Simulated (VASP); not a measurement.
# Mo (Im-3m) in VASP: further runs

Runs on Mo. Level: PBE. Tasks: single point.

All numbers are computed with VASP 6.6.1; they aren't measurements. Logs are shortened: lines on timing, memory, paths and dates and some standing lists are left out, and cuts for length are marked.

## Step 1: The cell of the first run

It takes space group Im-3m (No. 229, cubic). Conventional cell: a = 3.163 Å, b = 3.163 Å, c = 3.163 Å, α = 90.00°, β = 90.00°, γ = 90.00°. Mo (site symmetry m-3m) has 14 Mo at 2.74 to 3.16 Å within 3.6 Å.

## Step 2: Single point, PBE

Contents of INCAR:

```
SYSTEM = Mo
ALGO = Normal
EDIFF = 1E-6
ENCUT = 520
GGA = PE
ISIF = 2
ISMEAR = -1
LASPH = .TRUE.
LCHARG = .FALSE.
LREAL = .FALSE.
LWAVE = .FALSE.
NBANDS = 13
NELM = 80
PREC = Accurate
SIGMA = 0.1
```

Contents of KPOINTS:

```
k-points
0
G
  23 23 23
  0 0 0
```

Contents of POSCAR:

```
Mo
1.0
   -1.5813793950      1.5813793950      1.5813793950
    1.5813793950     -1.5813793950      1.5813793950
    1.5813793950      1.5813793950     -1.5813793950
Mo
1
Direct
    0.0000000000      0.0000000000      0.0000000000
```

Potentials or basis: VASP PAW PBE potentials, release 64 (Mo_sv).

The run is started by

```sh
> cat potpaw_PBE.64/Mo_sv/POTCAR > POTCAR
> mpirun -np 1 vasp_std > vasp.out
```

OUTCAR:

```text
SYSTEM = Mo
   EDIFF = 1E-6
   ENCUT = 520
   GGA = PE
   ISIF = 2
   ISMEAR = -1
   LASPH = .TRUE.
   LREAL = .FALSE.
   NELM = 80
   PREC = Accurate

 ion  position               nearest neighbor table
   1  0.000  0.000  0.000-

  LATTYP: Found a body centered cubic cell.
 ALAT       =     3.1627587900

  Lattice vectors:

 A1 = (  -1.5813793950,   1.5813793950,   1.5813793950)
 A2 = (   1.5813793950,  -1.5813793950,   1.5813793950)
 A3 = (   1.5813793950,   1.5813793950,  -1.5813793950)

Analysis of symmetry for initial positions (statically):
=====================================================================
 Subroutine PRICEL returns:
 Original cell was already a primitive cell.

 Routine SETGRP: Setting up the symmetry group for a
 body centered cubic supercell.

 Subroutine GETGRP returns: Found 48 space group operations
 (whereof 48 operations were pure point group operations)
 out of a pool of 48 trial point group operations.

The static configuration has the point symmetry O_h .

Analysis of symmetry for dynamics (positions and initial velocities):
=====================================================================
 Subroutine PRICEL returns:
 Original cell was already a primitive cell.

 Routine SETGRP: Setting up the symmetry group for a
 body centered cubic supercell.

 Subroutine GETGRP returns: Found 48 space group operations
 (whereof 48 operations were pure point group operations)
 out of a pool of 48 trial point group operations.

The dynamic configuration has the point symmetry O_h .

 Subroutine INISYM returns: Found 48 space group operations
 (whereof 48 operations are pure point group operations),
 and found     1 'primitive' translations

----------------------------------------------------------------------------------------

                                     Primitive cell

  volume of cell :      15.8186

  direct lattice vectors                    reciprocal lattice vectors
    -1.581379395  1.581379395  1.581379395     0.000000000  0.316179660  0.316179660
     1.581379395 -1.581379395  1.581379395     0.316179660  0.000000000  0.316179660
     1.581379395  1.581379395 -1.581379395     0.316179660  0.316179660  0.000000000

  length of vectors
     2.739029458  2.739029458  2.739029458     0.447145564  0.447145564  0.447145564

  position of ions in fractional coordinates (direct lattice)
     0.000000000  0.000000000  0.000000000

  ion indices of the primitive-cell ions
   primitive index   ion index
                 1           1

----------------------------------------------------------------------------------------

 KPOINTS: k-points

Automatic generation of k-mesh.
 Grid dimensions read from file:
 generate k-points for:   23   23   23

 Generating k-lattice:

  Cartesian coordinates                     Fractional coordinates (reciprocal lattice)
     0.000000000  0.013746942  0.013746942     0.043478261  0.000000000  0.000000000
     0.013746942  0.000000000  0.013746942     0.000000000  0.043478261  0.000000000
     0.013746942  0.013746942  0.000000000     0.000000000  0.000000000  0.043478261

  Length of vectors
     0.019441111  0.019441111  0.019441111

  Shift w.r.t. Gamma in fractional coordinates (k-lattice)
     0.000000000  0.000000000  0.000000000

 Subroutine IBZKPT returns following result:
 ===========================================

 Found    364 irreducible k-points:

 Following reciprocal coordinates:
            Coordinates               Weight
  0.000000  0.000000  0.000000      1.000000
  0.043478  0.000000  0.000000     12.000000
  0.086957  0.000000  0.000000     12.000000
  0.130435  0.000000  0.000000     12.000000
  0.173913  0.000000  0.000000     12.000000
  0.217391  0.000000  0.000000     12.000000
[... 16 lines left out ...]
  0.478261  0.043478 -0.000000     24.000000
  0.086957  0.086957  0.000000     24.000000
 [... further k-points ...]
   k-points           NKPTS =    364   k-points in BZ     NKDIM =    364   number of bands    NBANDS=     13
   number of dos      NEDOS =    301   number of ions     NIONS =      1
   total plane-waves  NPLWV =   8000
   dimension x,y,z NGX =    20 NGY =   20 NGZ =   20
   dimension x,y,z NGXF=    40 NGYF=   40 NGZF=   40
   ions per type =               1
   NGX,Y,Z   is equivalent  to a cutoff of  12.14, 12.14, 12.14 a.u.
   NGXF,Y,Z  is equivalent  to a cutoff of  24.28, 24.28, 24.28 a.u.
 SYSTEM =  Mo
   PREC   = accura    normal or accurate (medium, high low for compatibility)
   ISTART =      0    job   : 0-new  1-cont  2-samecut
   ICHARG =      2    charge: 1-file 2-atom 10-const
   ISPIN  =      1    spin polarized calculation?
   LNONCOLLINEAR =      F non collinear calculations
   LSORBIT =      F    spin-orbit coupling
   LASPH  =      T    aspherical Exc in radial PAW
   ENCUT  =  520.0 eV  38.22 Ry    6.18 a.u.   5.09  5.09  5.09*2*pi/ulx,y,z
   NELM   =     80;   NELMIN=  2; NELMDL= -5     # of ELM steps
   EDIFF  = 0.1E-05   stopping-criterion for ELM
   LREAL  =      F    real-space projection
   EDIFFG = 0.1E-04   stopping-criterion for IOM
   NSW    =      0    number of steps for IOM
   IBRION =     -1    ionic relax: 0-MD 1-quasi-New 2-CG
   NFREE  =      0    steps in history (QN), initial steepest desc. (CG)
   ISIF   =      2    stress and relaxation
   ISYM   =      2    0-nonsym 1-usesym 2-fastsym
   POTIM  = 0.5000    time-step for ionic-motion
   TEBEG  =    0.0;   TEEND  =   0.0 temperature during run
   PSTRESS=    0.0 pullay stress
   NELECT =      14.0000    total number of electrons
   NUPDOWN=      -1.0000    fix difference up-down
   EMIN   =  10.00;   EMAX   =-10.00  energy-range for DOS
   EFERMI =   0.00;   METHOD = LEGACY
   ISMEAR =    -1;   SIGMA  =   0.10  broadening in eV -4-tet -1-fermi 0-gaus
   EFERMI_NEDOS =   21; number of points for ismear=-14 and -15
   IALGO  =     38    algorithm
   IMIX   =      4    mixing-type and parameters
     AMIX     =   0.40;   BMIX     =  1.00
     AMIX_MAG =   1.60;   BMIX_MAG =  1.00
  volume/ion in A,a.u.               =      15.82       106.75
  Fermi-wavevector in a.u.,A,eV,Ry     =   1.571791  2.970254 33.613555  2.470527
  Thomas-Fermi vector in A             =   2.673322
   LORBIT       =      0    0 simple, 1 ext, 2 COOP (PROOUT), +10 PAW based schemes
   GGA     = PE    functional components
   LHFCALC =     F    Hartree Fock is set to
   AEXX    =    0.0000 exact exchange contribution
   IVDW    =     0    specifies the selected vdW correction
   LEPSILON=     F    determine dielectric tensor
   LRPA    =     F    only Hartree local field effects (RPA)
 non-spin polarized calculation
  energy-cutoff  :      520.00
  volume of cell :       15.82
 maximum number of plane-waves:       440
   NGX = 11   NGY = 11   NGZ = 11

 number of electron      14.0000004 magnetization

 Free energy of the ion-electron system (eV)
  ---------------------------------------------------
  ext. energy  EPLUGINS =         0.00000000
  ---------------------------------------------------
  free energy    TOTEN  =       -10.94695368 eV

  energy without entropy =      -10.92736018  energy(sigma->0) =      -10.93715693

 E-fermi :  12.3987     XC(G=0): -13.3237

 val. band max:       12.3903493083   @ k =  -0.2174   0.3043   0.0870
 cond. band min:      12.4379317912   @ k =  -0.2174   0.2609   0.0870
 fundamental gap:      0.0475824830
 Fermi energy:        12.3987159439

 k-point     1 :       0.0000    0.0000    0.0000
  band No.  band energies     occupation
      1     -48.8776      2.00000
      2     -22.1707      2.00000
      3     -22.1707      2.00000
      4     -22.1707      2.00000
      5       5.2068      2.00000
      6      11.0611      2.00000
      7      11.0611      2.00000
      8      11.0611      2.00000
      9      14.0430      0.00000
     10      14.0430      0.00000
     11      27.2169      0.00000
     12      27.2169      0.00000
     13      27.2169      0.00000

 k-point     2 :       0.0435    0.0000    0.0000
  band No.  band energies     occupation
      1     -48.8730      2.00000
      2     -22.1975      2.00000
      3     -22.1790      2.00000
      4     -22.1709      2.00000
      5       5.2901      2.00000
      6      11.0141      2.00000
      7      11.0541      2.00000
      8      11.1385      1.99999
      9      13.9716      0.00000
     10      14.0441      0.00000
     11      27.2802      0.00000
     12      27.3567      0.00000
     13      27.3818      0.00000

 k-point     3 :       0.0870    0.0000    0.0000
  band No.  band energies     occupation
      1     -48.8596      2.00000
      2     -22.2754      2.00000
      3     -22.2031      2.00000
      4     -22.1715      2.00000
      5       5.5329      2.00000
      6      10.8796      2.00000
      7      11.0261      2.00000
      8      11.3688      1.99993
      9      13.7933      0.00000
     10      14.0493      0.00000
     11      27.4473      0.00000
     12      27.7687      0.00000
     13      27.8240      0.00000
[... 305 lines left out ...]
 k-point    23 :       0.4783    0.0435   -0.0000
  band No.  band energies     occupation
      1     -48.6240      2.00000
      2     -23.5113      2.00000
      3     -22.6086      2.00000
      4     -22.1921      2.00000
      5       7.2070      2.00000
      6       9.0750      2.00000
      7      13.6164      0.00001
      8      14.0392      0.00000
      9      14.9212      0.00000
     10      17.2192      0.00000
     11      23.8094      0.00000
     12      24.4489      0.00000
     13      29.4848      0.00000

 k-point    24 :       0.0870    0.0870    0.0000
  band No.  band energies     occupation
      1     -48.8261      2.00000
      2     -22.4664      2.00000
      3     -22.2391      2.00000
      4     -22.1968      2.00000
      5       6.1321      2.00000
      6      10.6547      2.00000
      7      10.7720      2.00000
      8      12.0326      1.94987
      9      13.4403      0.00006
     10      14.1427      0.00000
     11      27.8878      0.00000
     12      28.5345      0.00000
     13      28.7087      0.00000

 [... further k-points ...]

------------------------ aborting loop because EDIFF is reached ----------------------------------------

  FORCE on cell =-STRESS in cart. coord.  units (eV):
  Direction    XX          YY          ZZ          XY          YZ          ZX
  --------------------------------------------------------------------------------------
  -------------------------------------------------------------------------------------
  Total        0.0087624      0.0087624      0.0087624     -0.0000000      0.0000000      0.0000000
  in kB        0.8874961      0.8874961      0.8874961     -0.0000000      0.0000000      0.0000000
  external PRESSURE =       0.8874961 kB  Pullay stress =       0.0000000 kB

 VOLUME and BASIS-vectors are now :
 -----------------------------------------------------------------------------
  energy-cutoff  :      520.00
  volume of cell :       15.82
      direct lattice vectors                 reciprocal lattice vectors
    -1.581379395  1.581379395  1.581379395     0.000000000  0.316179660  0.316179660
     1.581379395 -1.581379395  1.581379395     0.316179660  0.000000000  0.316179660
     1.581379395  1.581379395 -1.581379395     0.316179660  0.316179660  0.000000000

 POSITION                                       TOTAL-FORCE (eV/Angst)
 -----------------------------------------------------------------------------------
      0.00000      0.00000      0.00000         0.000000     -0.000000      0.000000
 -----------------------------------------------------------------------------------
    total drift:                                0.000000     -0.000000      0.000000

  FREE ENERGIE OF THE ION-ELECTRON SYSTEM (eV)
  ---------------------------------------------------
  free  energy   TOTEN  =       -10.9469536843 eV

  energy  without entropy=      -10.9273601771  energy(sigma->0) =      -10.93715693
```

Run time: 38 s. Hardware: 1 thread of Intel Xeon Platinum 8488C (Sapphire Rapids), shared host; peak memory 0.18 GiB.

What came out:

```
Free energy            : -10.9470 eV
Pressure               : 0.1 GPa
Band gap on the k mesh : zero (band 7 reaches 16.19 eV, above the bottom of band 8 at 11.06 eV)
```

Levels at points of the mesh, in eV from the Fermi level:
```csv
k point,band 4,band 5,band 6,band 7,band 8,band 9,band 10,band 11
"(0.00, 0.00, 0.00)",-34.57,-7.19,-1.34,-1.34,-1.34,1.64,1.64,14.82
```

## Step 3: Single point, PBE (volume scaled by 1.04)

Contents of INCAR:

```
SYSTEM = Mo
PREC = Accurate
ENCUT = 520
EDIFF = 1E-6
ISMEAR = -1
SIGMA = 0.1
LREAL = .False.
LASPH = .True.
NELM = 80
ALGO = Normal
ISIF = 2
LWAVE = .False.
LCHARG = .False.
GGA = PE
NBANDS = 13
```

Contents of KPOINTS:

```
regular mesh
0
Gamma
  23 23 23
  0 0 0
```

Contents of POSCAR:

```
Mo
1.0
   -1.6021894050      1.6021894050      1.6021894050
    1.6021894050     -1.6021894050      1.6021894050
    1.6021894050      1.6021894050     -1.6021894050
Mo
1
Direct
    0.0000000000      0.0000000000      0.0000000000
```

Potentials or basis: VASP PAW PBE potentials, release 64 (Mo_sv).

The run is started by

```sh
> cat potpaw_PBE.64/Mo_sv/POTCAR > POTCAR
> mpirun -np 1 vasp_std > vasp.out
```

Run time: 34 s. Hardware: 1 thread of Intel Xeon Platinum 8488C (Sapphire Rapids), shared host; peak memory 0.2 GiB.

It converged, with:

| Property | Result |
| --- | --- |
| Free energy | -10.9284 eV |
| Pressure | -9.3 GPa |
| Band gap on the k mesh | zero (band 7 reaches 15.37 eV, above the bottom of band 8 at 10.52 eV) |

Levels at points of the mesh, in eV from the Fermi level:
```
           k point  band 3  band 4  band 5  band 6  band 7  band 8  band 9  band 10  band 11  band 12
(0.00, 0.00, 0.00)  -34.65  -34.65   -7.05   -1.26   -1.26   -1.26    1.58     1.58    14.76    14.76
```

## Step 4: Single point, PBE (volume scaled by 1.08)

Contents of INCAR:

```
SYSTEM = Mo
ALGO     = Normal         ! electronic algorithm
EDIFF    = 1E-7           ! SCF threshold, eV
ENCUT    = 520            ! plane-wave cutoff, eV
GGA      = PE             ! functional
ISIF     = 2              ! what is computed and relaxed
ISMEAR   = -1             ! smearing method
LASPH    = .True.         ! aspherical terms in the spheres
LCHARG   = .False.        ! write CHGCAR
LREAL    = .False.        ! projectors in reciprocal space
LWAVE    = .False.        ! write WAVECAR
NBANDS   = 13             ! bands
NELM     = 60             ! most SCF steps
PREC     = Accurate       ! precision mode
SIGMA    = 0.1            ! smearing width, eV
```

Contents of KPOINTS:

```
k-points
0
Gamma
  23 23 23
  0 0 0
```

Contents of POSCAR:

```
Mo
1.0
   -1.6224724368      1.6224724368      1.6224724368
    1.6224724368     -1.6224724368      1.6224724368
    1.6224724368      1.6224724368     -1.6224724368
Mo
1
Direct
    0.0000000000      0.0000000000      0.0000000000
```

The run is started by

```sh
> cat potpaw_PBE.64/Mo_sv/POTCAR > POTCAR
> mpirun -np 1 vasp_std > vasp.out
```

Run time: 33 s. Hardware: 1 thread of Intel Xeon Platinum 8488C (Sapphire Rapids), shared host; peak memory 0.2 GiB.

It converged, with:

```yaml
Free_energy: -10.8764 eV
Pressure: -16.9 GPa
Band_gap_on_the_k_mesh: zero (band 7 reaches 14.60 eV, above the bottom of band 8 at 10.01 eV)
```

Levels at points of the mesh, in eV from the Fermi level:
```csv
k point,band 5,band 6,band 7,band 8,band 9,band 10
"(0.00, 0.00, 0.00)",-6.91,-1.19,-1.19,-1.19,1.51,1.51
```

## Step 5: Single point, PBE (volume scaled by 1.12)

Contents of INCAR:

```
  PREC = Accurate
  ENCUT = 520
  EDIFF = 1E-6
  ISMEAR = -1
  SIGMA = 0.1
  LREAL = F
  LASPH = T
  NELM = 60
  ALGO = Normal
  ISIF = 2
  LWAVE = F
  LCHARG = F
  GGA = PE
  NBANDS = 13
```

Contents of KPOINTS:

```
Automatic mesh
0
Gamma
  23 23 23
```

Contents of POSCAR:

```
Mo
1.0
   -1.6422606362      1.6422606362      1.6422606362
    1.6422606362     -1.6422606362      1.6422606362
    1.6422606362      1.6422606362     -1.6422606362
Mo
1
Direct
    0.0000000000      0.0000000000      0.0000000000
```

The run is started by

```sh
> cat potpaw_PBE.64/Mo_sv/POTCAR > POTCAR
> mpirun -np 1 vasp_std > vasp.out
```

It took 38 s on 1 thread of Intel Xeon Platinum 8488C (Sapphire Rapids), shared host; peak memory 0.2 GiB.

The run converged. Its results:

- Free energy: -10.7975 eV
- Pressure: -23.0 GPa
- Band gap on the k mesh: zero (band 7 reaches 13.89 eV, above the bottom of band 8 at 9.53 eV)

Levels at points of the mesh, in eV from the Fermi level:
```csv
k point,band 4,band 5,band 6,band 7,band 8,band 9,band 10,band 11
"(0.00, 0.00, 0.00)",-34.78,-6.77,-1.13,-1.13,-1.13,1.45,1.45,14.62
```

(Part 1 of 2 ends here.)
